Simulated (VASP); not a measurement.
Here is a VASP 6.6.1 calculation.

INCAR

```
SYSTEM = Ru
PREC = Accurate
ENCUT = 520
EDIFF = 1E-6
ISMEAR = 0
SIGMA = 0.15
LREAL = .False.
LASPH = .True.
NELM = 60
ALGO = Fast
ISIF = 2
LWAVE = .False.
LCHARG = .False.
GGA = PS
NBANDS = 21
```

KPOINTS

```
regular mesh
0
Gamma
  12 12 8
  0 0 0
```

The input POSCAR:

```
Ru
1.0
    2.6895239998      0.0000000000      0.0000000000
   -1.3447619999      2.3291961079      0.0000000000
    0.0000000000      0.0000000000      4.2519209521
Ru
2
Direct
    0.3578773476      0.6850920249      0.2392661783
    0.6421226524      0.3149079751      0.7607338217
```

Potentials or basis: VASP PAW PBE potentials, release 64 (Ru_pv).

Command:

```bash
$ cat potpaw_PBE.64/Ru_pv/POTCAR > POTCAR
$ mpirun -np 1 vasp_std > vasp.out
```

**Question.** What does it give for the pressure?

**Answer.** 2.4 GPa.

**Question.** Estimate the band gap on the k mesh.

**Answer.** Zero (bands 14 and 15 overlap by 3.02 eV).

**Question.** What does it give for the largest force?

**Answer.** 1.591 eV/Å.

Forces on the atoms (eV/Å):
```
Ru  -0.661 -0.658  1.289
Ru   0.661  0.658 -1.289
```

Caveat: the cell differs from its parent crystal (atom 1 moved 0.15 Å); the PAW data sets were made with another functional, which shifts forces and pressure a little.
